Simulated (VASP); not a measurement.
Set up this calculation in VASP 6.6.1, as the native input.

```
Task                   : single point
Functional             : PBE
Potentials or basis    : VASP PAW PBE potentials, release 64 (Tl_d)
Cutoff                 : 520 eV
k mesh                 : 12 × 12 × 12
Occupations            : fermi-dirac, width 0.08 eV
Spin                   : no spin polarisation
Dipole correction      : no
Further INCAR settings : ALGO = Normal; EDIFF = 1e-06; NBANDS = 12
```

The structure of Tl lies in POSCAR:

```
Tl
1.0
    3.2516032972      0.0000000000      0.0000000000
    0.0000000000      3.2516032972      0.0000000000
    0.0000000000      0.0000000000      3.2516032972
Tl
1
Direct
    0.0000000000      0.0000000000      0.0000000000
```

This isn't the form of Tl at room conditions, which is hcp.

These files were run (other wordings do the same):

INCAR

```
SYSTEM = Tl
  PREC = Accurate
  ENCUT = 520
  EDIFF = 1E-6
  ISMEAR = -1
  SIGMA = 0.08
  LREAL = .False.
  LASPH = .True.
  NELM = 80
  ALGO = Normal
  ISIF = 2
  LWAVE = .False.
  LCHARG = .False.
  GGA = PE
  NBANDS = 12
```

KPOINTS

```
Automatic mesh
0
Gamma
  12 12 12
  0 0 0
```

Potentials or basis: VASP PAW PBE potentials, release 64 (Tl_d).

Launch:

```console
$ cat potpaw_PBE.64/Tl_d/POTCAR > POTCAR
$ mpirun -np 1 vasp_std > vasp.out
```

Results of the run:

| Property | Result |
| --- | --- |
| Pressure | -0.1 GPa |
| Band gap on the k mesh | zero (an odd number of electrons rules out a gap without spin polarisation) |

Caveat: spin-orbit coupling is left out, which moves the levels of the heavy elements.

Run time: 14 s on 1 thread of Intel Xeon 8259CL, with other jobs on the host, peak memory 0.16 GiB.
